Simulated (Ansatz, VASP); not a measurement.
# Two plane-wave programs on GdN

File INCAR:

```
PREC = Accurate ; ENCUT = 520
EDIFF = 1E-6 ; ISMEAR = 0
SIGMA = 0.05 ; LREAL = False
LASPH = True ; NELM = 150
ALGO = Normal ; ISIF = 2
LWAVE = False ; LCHARG = False
ISPIN = 2 ; MAGMOM = 7.55 0
LORBIT = 11 ; LMAXMIX = 6
GGA = PE ; NBANDS = 22
```

File KPOINTS:

```
Automatic mesh
0
Gamma
  12 12 12
```

POSCAR

```
GdN
1.0
   -0.0249279841      2.4927984091      2.4927984091
    2.4678704250      0.0000000000      2.4678704250
    2.4927984091      2.4927984091     -0.0249279841
Gd N
1 1
Direct
    0.5000000000      0.5000000000      0.5000000000
    0.0000000000      0.0000000000      0.0000000000
```

Input for Ansatz:

```yaml
crystal:
  lattice:
    - [-0.0249279841, 2.4927984072, 2.4927984072]
    - [2.4678704231, 0.0, 2.4678704231]
    - [2.4927984072, 2.4927984072, -0.0249279841]
  atoms:
    - { symbol: Gd, position: [0.5, 0.5, 0.5], spin: 7.55 }
    - { symbol: "N", position: [0.0, 0.0, 0.0] }
basis:
  ecutwfc: 420
  ecutrho_ratio: 4
kpoints:
  mp_grid: { grid: [12, 12, 12] }
hamiltonian:
  xc: pbe
scf:
  occupations: { method: gaussian, width: 0.05 }
output:
  forces: true
  stress: true
  eigenvalues: true
  populations: true
magnetization:
  spin_polarized: true
```

Change from the starting cell: strain e5 = -0.02, atoms carried along.

Alike in both runs: task single point; functional PBE; k mesh 12 × 12 × 12; occupations gaussian, width 0.05 eV; collinear spin.

|  | VASP | Ansatz |
| --- | --- | --- |
| version | VASP 6.6.1 | Ansatz 0.2.0 |
| potentials or method | VASP PAW PBE potentials, release 64 (Gd, N), cutoff 520 eV | scalar-relativistic, plane waves, PAW |
| valence electrons in the cell | 23 | 23 |

|  | VASP | Ansatz | Ansatz less VASP |
| --- | --- | --- | --- |
| gap on the k mesh at the Fermi level (eV) | none | none | - |
| pressure (GPa) | -0.1 | -0.1 | -0.09 |
| traceless stress, the component that is largest in VASP (GPa) | 2.11 | 2.11 | -0.002 |
| net moment per atom (μB) | 3.50 | 3.50 | 0.000 |
| size of the moment on the site where the two differ most (μB) | 6.80 | 6.86 | +0.062 |

Site moments also hang on the region over which each program counts them. A gap of «none» marks a metal or a gap that the smearing closes.

Neither program's run includes spin-orbit coupling.
